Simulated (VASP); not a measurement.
# C (C2/m) in VASP: notebook, part 2 of 2

VASP 6.6.1. The steps go on from the part before.

### Step 4. Single point, LDA

This run uses another cell than the first one, of 9.84 Å³/atom, 1.049 times its volume.

INCAR reads:

```
PREC     = Accurate       # precision mode
ENCUT    = 520            # plane-wave cutoff, eV
EDIFF    = 1E-7           # SCF threshold, eV
ISMEAR   = -1             # smearing method
SIGMA    = 0.1            # smearing width, eV
LREAL    = False          # projectors in reciprocal space
LASPH    = True           # aspherical terms in the spheres
NELM     = 60             # most SCF steps
ALGO     = Normal         # electronic algorithm
ISIF     = 2              # what is computed and relaxed
LWAVE    = False          # write WAVECAR
LCHARG   = False          # write CHGCAR
NBANDS   = 11             # bands
```

KPOINTS reads:

```
regular mesh
0
Gamma
  14 14 8
```

POSCAR reads:

```
C
1.0
    2.1792265155     -1.2582522948      0.0000000000
    2.1792265155      1.2582522948      0.0000000000
   -1.4127186632      0.0000000000      3.5882984588
C
2
Direct
    0.8333555300      0.8333555300      0.0000930400
    0.1666444700      0.1666444700      0.9999069600
```

Potentials or basis: VASP PAW LDA potentials, release 64 (C).

The run is started by

```console
$ cat potpaw_LDA.64/C/POTCAR > POTCAR
$ mpirun -np 1 vasp_std > vasp.out
```

OUTCAR:

```text
PREC = Accurate
   ENCUT = 520
   EDIFF = 1E-7
   ISMEAR = -1
   LREAL = False
   LASPH = True
   NELM = 60
   ISIF = 2

 ion  position               nearest neighbor table
   1  0.833  0.833  0.000-   2 1.45   2 1.45   2 1.45
   2  0.167  0.167  1.000-   1 1.45   1 1.45   1 1.45

  LATTYP: Found a base centered monoclinic cell.
 ALAT       =     4.3584530310
 B/A-ratio  =     0.5773848133
 C/A-ratio  =     0.8848045589
 COS(beta)  =    -0.3663329311

  Lattice vectors:

 A1 = (   2.1792265155,  -1.2582522948,   0.0000000000)
 A2 = (   2.1792265155,   1.2582522948,   0.0000000000)
 A3 = (  -1.4127186632,   0.0000000000,   3.5882984588)

Analysis of symmetry for initial positions (statically):
=====================================================================
 Subroutine PRICEL returns:
 Original cell was already a primitive cell.

 Routine SETGRP: Setting up the symmetry group for a
 base centered monoclinic supercell.

 Subroutine GETGRP returns: Found  4 space group operations
 (whereof  4 operations were pure point group operations)
 out of a pool of  4 trial point group operations.

The static configuration has the point symmetry C_2h.

Analysis of symmetry for dynamics (positions and initial velocities):
=====================================================================
 Subroutine PRICEL returns:
 Original cell was already a primitive cell.

 Routine SETGRP: Setting up the symmetry group for a
 base centered monoclinic supercell.

 Subroutine GETGRP returns: Found  4 space group operations
 (whereof  4 operations were pure point group operations)
 out of a pool of  4 trial point group operations.

The dynamic configuration has the point symmetry C_2h.

 Subroutine INISYM returns: Found  4 space group operations
 (whereof  4 operations are pure point group operations),
 and found     1 'primitive' translations

----------------------------------------------------------------------------------------

                                     Primitive cell

  volume of cell :      19.6783

  direct lattice vectors                    reciprocal lattice vectors
     2.179226515 -1.258252295  0.000000000     0.229439205 -0.397376585  0.090330571
     2.179226515  1.258252295  0.000000000     0.229439205  0.397376585  0.090330571
    -1.412718663  0.000000000  3.588298459     0.000000000  0.000000000  0.278683619

  length of vectors
     2.516391671  2.516391671  3.856379111     0.467664529  0.467664529  0.278683619

  position of ions in fractional coordinates (direct lattice)
     0.833355530  0.833355530  0.000093040
     0.166644470  0.166644470  0.999906960

  ion indices of the primitive-cell ions
   primitive index   ion index
                 1           1
                 2           2

----------------------------------------------------------------------------------------

 KPOINTS: regular mesh

Automatic generation of k-mesh.
 Grid dimensions read from file:
 generate k-points for:   14   14    8

 Generating k-lattice:

  Cartesian coordinates                     Fractional coordinates (reciprocal lattice)
     0.016388515 -0.028384042  0.006452184     0.071428571  0.000000000  0.000000000
     0.016388515  0.028384042  0.006452184     0.000000000  0.071428571  0.000000000
     0.000000000  0.000000000  0.034835452     0.000000000  0.000000000  0.125000000

  Length of vectors
     0.033404609  0.033404609  0.034835452

  Shift w.r.t. Gamma in fractional coordinates (k-lattice)
     0.000000000  0.000000000  0.000000000

 Subroutine IBZKPT returns following result:
 ===========================================

 Found    429 irreducible k-points:

 Following reciprocal coordinates:
            Coordinates               Weight
  0.000000  0.000000  0.000000      1.000000
  0.071429  0.000000  0.000000      4.000000
  0.142857  0.000000  0.000000      4.000000
  0.214286  0.000000 -0.000000      4.000000
  0.285714  0.000000 -0.000000      4.000000
  0.357143  0.000000 -0.000000      4.000000
[... 16 lines left out ...]
  0.214286  0.142857 -0.000000      4.000000
  0.285714  0.142857 -0.000000      4.000000
 [... further k-points ...]
   k-points           NKPTS =    429   k-points in BZ     NKDIM =    429   number of bands    NBANDS=     11
   number of dos      NEDOS =    301   number of ions     NIONS =      2
   total plane-waves  NPLWV =  12000
   dimension x,y,z NGX =    20 NGY =   20 NGZ =   30
   dimension x,y,z NGXF=    40 NGYF=   40 NGZF=   60
   ions per type =               2
   NGX,Y,Z   is equivalent  to a cutoff of  13.21, 13.21, 12.93 a.u.
   NGXF,Y,Z  is equivalent  to a cutoff of  26.43, 26.43, 25.87 a.u.
 SYSTEM =  unknown system
   PREC   = accura    normal or accurate (medium, high low for compatibility)
   ISTART =      0    job   : 0-new  1-cont  2-samecut
   ICHARG =      2    charge: 1-file 2-atom 10-const
   ISPIN  =      1    spin polarized calculation?
   LNONCOLLINEAR =      F non collinear calculations
   LSORBIT =      F    spin-orbit coupling
   LASPH  =      T    aspherical Exc in radial PAW
   ENCUT  =  520.0 eV  38.22 Ry    6.18 a.u.   4.68  4.68  7.17*2*pi/ulx,y,z
   NELM   =     60;   NELMIN=  2; NELMDL= -5     # of ELM steps
   EDIFF  = 0.1E-06   stopping-criterion for ELM
   LREAL  =      F    real-space projection
   EDIFFG = 0.1E-05   stopping-criterion for IOM
   NSW    =      0    number of steps for IOM
   IBRION =     -1    ionic relax: 0-MD 1-quasi-New 2-CG
   NFREE  =      0    steps in history (QN), initial steepest desc. (CG)
   ISIF   =      2    stress and relaxation
   ISYM   =      2    0-nonsym 1-usesym 2-fastsym
   POTIM  = 0.5000    time-step for ionic-motion
   TEBEG  =    0.0;   TEEND  =   0.0 temperature during run
   PSTRESS=    0.0 pullay stress
   NELECT =       8.0000    total number of electrons
   NUPDOWN=      -1.0000    fix difference up-down
   EMIN   =  10.00;   EMAX   =-10.00  energy-range for DOS
   EFERMI =   0.00;   METHOD = LEGACY
   ISMEAR =    -1;   SIGMA  =   0.10  broadening in eV -4-tet -1-fermi 0-gaus
   EFERMI_NEDOS =   21; number of points for ismear=-14 and -15
   IALGO  =     38    algorithm
   IMIX   =      4    mixing-type and parameters
     AMIX     =   0.40;   BMIX     =  1.00
     AMIX_MAG =   1.60;   BMIX_MAG =  1.00
  volume/ion in A,a.u.               =       9.84        66.40
  Fermi-wavevector in a.u.,A,eV,Ry     =   1.212761  2.291786 20.011307  1.470790
  Thomas-Fermi vector in A             =   2.348235
   LORBIT       =      0    0 simple, 1 ext, 2 COOP (PROOUT), +10 PAW based schemes
   GGA     = CA    functional components
   LHFCALC =     F    Hartree Fock is set to
   AEXX    =    0.0000 exact exchange contribution
   IVDW    =     0    specifies the selected vdW correction
   LEPSILON=     F    determine dielectric tensor
   LRPA    =     F    only Hartree local field effects (RPA)
 non-spin polarized calculation
  energy-cutoff  :      520.00
  volume of cell :       19.68
 maximum number of plane-waves:       542
   NGX =  9   NGY =  9   NGZ = 15

 number of electron       8.0000000 magnetization

 Free energy of the ion-electron system (eV)
  ---------------------------------------------------
  ext. energy  EPLUGINS =         0.00000000
  ---------------------------------------------------
  free energy    TOTEN  =       -20.11585745 eV

  energy without entropy =      -20.11549348  energy(sigma->0) =      -20.11567547

 E-fermi :   3.6474     XC(G=0): -10.1974

 val. band max:        3.2896932034   @ k =  -0.2857   0.3571   0.1250
 cond. band min:       4.0346534219   @ k =  -0.3571   0.3571   0.5000
 fundamental gap:      0.7449602185
 Fermi energy:         3.6473975146

 k-point     1 :       0.0000    0.0000    0.0000
  band No.  band energies     occupation
      1     -15.2823      2.00000
      2      -2.8298      2.00000
      3       0.5855      2.00000
      4       0.5888      2.00000
      5       7.2207      0.00000
      6      11.5157      0.00000
      7      11.5175      0.00000
      8      14.1826      0.00000
      9      15.1373      0.00000
     10      25.1557      0.00000
     11      26.2835      0.00000
[... 309 lines left out ...]
 k-point    24 :       0.2857    0.1429   -0.0000
  band No.  band energies     occupation
      1     -13.8663      2.00000
      2      -3.0874      2.00000
      3      -1.8932      2.00000
      4      -1.5601      2.00000
      5       9.6500      0.00000
      6      10.5025      0.00000
      7      12.6551      0.00000
      8      14.0722      0.00000
      9      18.6640      0.00000
     10      20.9114      0.00000
     11      26.2367      0.00000

 [... further k-points ...]
[... 5 lines left out ...]
  --------------------------------------------------------------------------------------
  -------------------------------------------------------------------------------------
  Total       -3.6405171     -3.6450187     -0.1547287      0.0000000      0.0000000     -0.0030723
  in kB     -296.4046414   -296.7711488    -12.5977418      0.0000000      0.0000000     -0.2501443
  external PRESSURE =    -201.9245107 kB  Pullay stress =       0.0000000 kB

 VOLUME and BASIS-vectors are now :
 -----------------------------------------------------------------------------
  energy-cutoff  :      520.00
  volume of cell :       19.68
      direct lattice vectors                 reciprocal lattice vectors
     2.179226515 -1.258252295  0.000000000     0.229439205 -0.397376585  0.090330571
     2.179226515  1.258252295  0.000000000     0.229439205  0.397376585  0.090330571
    -1.412718663  0.000000000  3.588298459     0.000000000  0.000000000  0.278683619

 POSITION                                       TOTAL-FORCE (eV/Angst)
 -----------------------------------------------------------------------------------
      3.63201      0.00000      0.00033         0.004126      0.000000     -0.002579
     -0.68628      0.00000      3.58796        -0.004126      0.000000      0.002579
 -----------------------------------------------------------------------------------
    total drift:                               -0.000000      0.000000      0.000000

  FREE ENERGIE OF THE ION-ELECTRON SYSTEM (eV)
  ---------------------------------------------------
  free  energy   TOTEN  =       -20.1158574515 eV

  energy  without entropy=      -20.1154934794  energy(sigma->0) =      -20.11567547
```

It took 31 s on 1 thread of Intel Xeon 6975P-C (Granite Rapids), shared host; peak memory 0.17 GiB.

What came out:

```
Free energy            : -20.1159 eV
Pressure               : -20.2 GPa
Largest force          : 0.005 eV/Å
Band gap on the k mesh : 0.74 eV, indirect (least direct gap 0.77 eV)
```

Forces in eV/Å, atoms in the order of the input:
```
C    0.004  0.000 -0.003
C   -0.004  0.000  0.003
```

### Step 5. Single point, LDA

This run uses another cell than the first one, of 10.07 Å³/atom, 1.073 times its volume.

INCAR reads:

```
SYSTEM = C
PREC = Accurate
ENCUT = 520
EDIFF = 1E-6
ISMEAR = -1
SIGMA = 0.1
LREAL = .FALSE.
LASPH = .TRUE.
NELM = 60
ALGO = Normal
ISIF = 2
LWAVE = .FALSE.
LCHARG = .FALSE.
NBANDS = 11
```

KPOINTS reads:

```
regular mesh
0
G
  14 14 8
  0 0 0
```

POSCAR reads:

```
C
1.0
    2.1959904552     -1.2679315390      0.0000000000
    2.1959904552      1.2679315390      0.0000000000
   -1.4235861569      0.0000000000      3.6159018394
C
2
Direct
    0.8333555300      0.8333555300      0.0000930400
    0.1666444700      0.1666444700      0.9999069600
```

The run is started by

```console
$ cat potpaw_LDA.64/C/POTCAR > POTCAR
$ mpirun -np 1 vasp_std > vasp.out
```

Wall time 28 s (1 thread of Intel Xeon 6975P-C (Granite Rapids), shared host); peak memory 0.17 GiB.

The run converged. Its results:

```
Free energy            : -20.0521 eV
Pressure               : -24.6 GPa
Largest force          : 0.005 eV/Å
Band gap on the k mesh : 0.74 eV, indirect (least direct gap 0.76 eV)
```

Forces in eV/Å, atoms in the order of the input:
```
C    0.004  0.000 -0.003
C   -0.004  0.000  0.003
```

Stress tensor (GPa, compression positive):
```
-36.31   0.00  -0.02
  0.00 -36.34   0.00
 -0.02   0.00  -1.28
```

Levels at points of the mesh, in eV from the valence-band top:
```
           k point  band 2  band 3  band 4  band 5  band 6  band 7
(0.00, 0.00, 0.00)   -6.00   -2.71   -2.71    3.96    8.08    8.08
(0.50, 0.00, 0.00)  -12.31   -5.81   -1.60    2.17    7.10   11.22
(0.50, 0.50, 0.00)  -12.26   -5.85   -2.09    1.66    6.86   12.28
(0.00, 0.00, 0.50)   -7.45   -2.72   -2.72    8.05    8.05    9.07
(0.50, 0.00, 0.50)  -12.25   -5.85   -2.13    1.61    6.86   12.35
(0.50, 0.50, 0.50)  -12.31   -5.82   -1.64    2.12    7.10   11.30
```

A k mesh can miss the band edges.

### Step 6. Summary

```tsv
cell	gap on the mesh (eV)	pressure (GPa)
a = 2.477, b = 2.477, c = 3.796 Å, angles 108.5, 108.5, 60.0°, 2 atoms	0.76	-9.6
a = 2.497, b = 2.497, c = 3.826 Å, angles 108.5, 108.5, 60.0°, 2 atoms	0.75	-15.2
a = 2.516, b = 2.516, c = 3.856 Å, angles 108.5, 108.5, 60.0°, 2 atoms	0.74	-20.2
a = 2.536, b = 2.536, c = 3.886 Å, angles 108.5, 108.5, 60.0°, 2 atoms	0.74	-24.6
```

Alike in all rows: task single point; level LDA; potentials or basis VASP PAW LDA potentials, release 64 (C); no spin polarisation; k mesh 14 × 14 × 8; cutoff (eV) 520; smearing fermi-dirac 0.1 eV.

Absolute energies hang on the potentials; compare differences alone.
